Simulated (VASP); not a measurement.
Here is a VASP 6.6.1 calculation.

The input INCAR:

```
  ALGO = Normal
  EDIFF = 1E-6
  ENCUT = 520
  ISIF = 2
  ISMEAR = -1
  LASPH = T
  LCHARG = T
  LELF = T
  LREAL = F
  LVHAR = T
  LWAVE = F
  NBANDS = 13
  NELM = 100
  PREC = Accurate
  SIGMA = 0.05
```

Contents of KPOINTS:

```
k-points
0
Gamma
  10 10 10
```

Contents of POSCAR:

```
Sn
1.0
   -1.8448539455      1.8124388399      1.8285027372
    1.8124388399     -1.8448539455      1.8285027372
    1.9112955475      1.9112955475     -1.8609178427
Sn
1
Direct
    0.0000000000      0.0000000000      0.0000000000
```

Potentials or basis: VASP PAW LDA potentials, release 64 (Sn_d).

Launch:

```console
$ cat potpaw_LDA.64/Sn_d/POTCAR > POTCAR
$ mpirun -np 1 vasp_std > vasp.out
```

Task: Estimate the pressure.

Result: 0.2 GPa.

Task: What does it give for the band gap on the k mesh?

Result: Zero (band 7 reaches 16.66 eV, above the bottom of band 8 at 6.23 eV).

Stress tensor (GPa, compression positive):
```
 0.63 -0.22 -0.05
-0.22  0.63 -0.05
-0.05 -0.05 -0.80
```

Caveat: spin-orbit coupling is left out, which moves the levels of the heavy elements.
